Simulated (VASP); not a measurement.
# TiAl3: single point with PBE

The system is TiAl3.

```
CELL_PARAMETERS angstrom
3.63295 0.00000 0.00000
0.00000 3.63295 0.00000
0.00000 0.00000 3.63295
ATOMIC_POSITIONS crystal
Ti 0.00000 0.00000 0.00000
Al 0.50000 0.50000 0.00000
Al 0.50000 0.00000 0.50000
Al 0.00000 0.50000 0.50000
```

```json
{"Program": "VASP 6.6.1", "Task": "single point", "Functional": "PBE", "Potentials or basis": "VASP PAW PBE potentials, release 64 (Ti_sv, Al)", "Cutoff": "520 eV", "k mesh": "12 × 12 × 12", "Occupations": "gaussian, width 0.1 eV", "Spin": "no spin polarisation", "Dipole correction": "no", "Further INCAR settings": "ALGO = Fast; EDIFF = 1e-07; NBANDS = 18"}
```

```yaml
Pressure: 49.9 GPa
Band_gap_on_the_k_mesh: zero (an odd number of electrons rules out a gap without spin polarisation)
```

Levels at points of the mesh, in eV from the Fermi level:
```
           k point  band 7  band 8  band 9  band 10  band 11  band 12  band 13  band 14
(0.00, 0.00, 0.00)   -3.76   -2.30   -2.30    -2.30     0.07     0.07     0.07     0.48
(0.50, 0.00, 0.00)   -2.96   -2.82   -2.82     0.47     0.88     1.10     1.10     1.38
(0.50, 0.50, 0.00)   -6.66   -5.84   -1.62    -1.62     0.74     1.11     1.27     1.63
(0.50, 0.50, 0.50)   -5.79   -5.79   -3.84    -3.84    -3.84     0.72     1.68     1.68
```

It took 4.2 min on 1 thread of Intel Xeon 8259CL (shared host), peak memory 0.2 GiB.

Caveat: the cell stands under pressure.
